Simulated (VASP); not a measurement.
Here is a VASP 6.6.1 calculation.

INCAR

```
SYSTEM = TiAl3
PREC = Accurate
ENCUT = 520
EDIFF = 1E-6
ISMEAR = -1
SIGMA = 0.05
LREAL = .FALSE.
LASPH = .TRUE.
NELM = 80
ALGO = Normal
ISIF = 2
LWAVE = .FALSE.
LCHARG = .TRUE.
GGA = B5
ALDAX = 1.0
AGGAX = 1.0
AGGAC = 1.0
ALDAC = 0.0
LELF = .TRUE.
LVHAR = .TRUE.
NBANDS = 18
```

File KPOINTS:

```
Automatic mesh
0
G
  6 6 6
  0 0 0
```

The input POSCAR:

```
TiAl3
1.0
   -1.9111067713      1.9111067713      4.2806687947
    1.9111067713     -1.9111067713      4.2806687947
    1.9111067713      1.9111067713     -4.2806687947
Ti Al
1 3
Direct
    0.0000000000      0.0000000000      0.0000000000
    0.2500000000      0.7500000000      0.5000000000
    0.7500000000      0.2500000000      0.5000000000
    0.5000000000      0.5000000000      0.0000000000
```

Potentials or basis: VASP PAW PBE potentials, release 64 (Ti_sv, Al).

The run is started by

```bash
$ cat potpaw_PBE.64/Ti_sv/POTCAR potpaw_PBE.64/Al/POTCAR > POTCAR
$ mpirun -np 1 vasp_std > vasp.out
```

Q: Estimate the pressure.

A: 5.3 GPa.

Q: Estimate the band gap on the k mesh.

A: Zero (an odd number of electrons rules out a gap without spin polarisation).

Stress tensor (GPa, compression positive):
```
5.08 0.00 0.00
0.00 5.08 0.00
0.00 0.00 5.82
```

Caveat: the cell stands under pressure; the PAW data sets were made with another functional, which shifts forces and pressure a little.
